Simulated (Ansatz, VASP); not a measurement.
**ZnS: VASP beside Ansatz**

Contents of INCAR:

```
PREC = Accurate
ENCUT = 520
EDIFF = 1E-6
ISMEAR = 0
SIGMA = 0.02
LREAL = False
LASPH = True
NELM = 80
ALGO = Normal
ISIF = 2
LWAVE = False
LCHARG = True
GGA = PS
LELF = True
LVHAR = True
NBANDS = 16
```

File KPOINTS:

```
Automatic mesh
0
Gamma
  10 10 10
```

File POSCAR:

```
ZnS
1.0
    0.0000000000      2.6871779610      2.6466082110
    2.6871779610      0.0000000000      2.6466082110
    2.6871779610      2.6871779610      0.0000000000
Zn S
1 1
Direct
    0.0000000000      0.0000000000      0.0000000000
    0.7500000000      0.7500000000      0.7500000000
```

Input for Ansatz:

```yaml
crystal:
  lattice:
    - [0.0, 2.687177961, 2.646608211]
    - [2.687177961, 0.0, 2.646608211]
    - [2.687177961, 2.687177961, 0.0]
  atoms:
    - { symbol: Zn, position: [0.0, 0.0, 0.0] }
    - { symbol: S, position: [0.75, 0.75, 0.75] }
basis:
  ecutwfc: 420
kpoints:
  mp_grid: { grid: [10, 10, 10] }
hamiltonian:
  xc: pbesol
scf:
  occupations: { method: gaussian, width: 0.02 }
output:
  forces: true
  stress: true
  eigenvalues: true
```

Alike in both runs: task single point; functional PBEsol; k mesh 10 × 10 × 10; occupations gaussian, width 0.02 eV; no spin polarisation.

```csv
,VASP,Ansatz
version,VASP 6.6.1,Ansatz 0.2.0
potentials or method,"VASP PAW PBE potentials, release 64 (Zn, S), cutoff 520 eV","scalar-relativistic, plane waves, PAW"
valence electrons in the cell,18,18
```

|  | VASP | Ansatz | Ansatz less VASP |
| --- | --- | --- | --- |
| gap on the k mesh at the Fermi level (eV) | 2.08 | 2.07 | -0.008 |
| least direct gap on the mesh (eV) | 2.08 | 2.07 | -0.008 |
| pressure (GPa) | 0.6 | 0.4 | -0.20 |
| traceless stress, the component that is largest in VASP (GPa) | 0.41 | 0.41 | +0.003 |

VASP's potentials were made for PBE, not for PBEsol. The functional is the same, so the differences come from potentials, cutoffs and numerics.
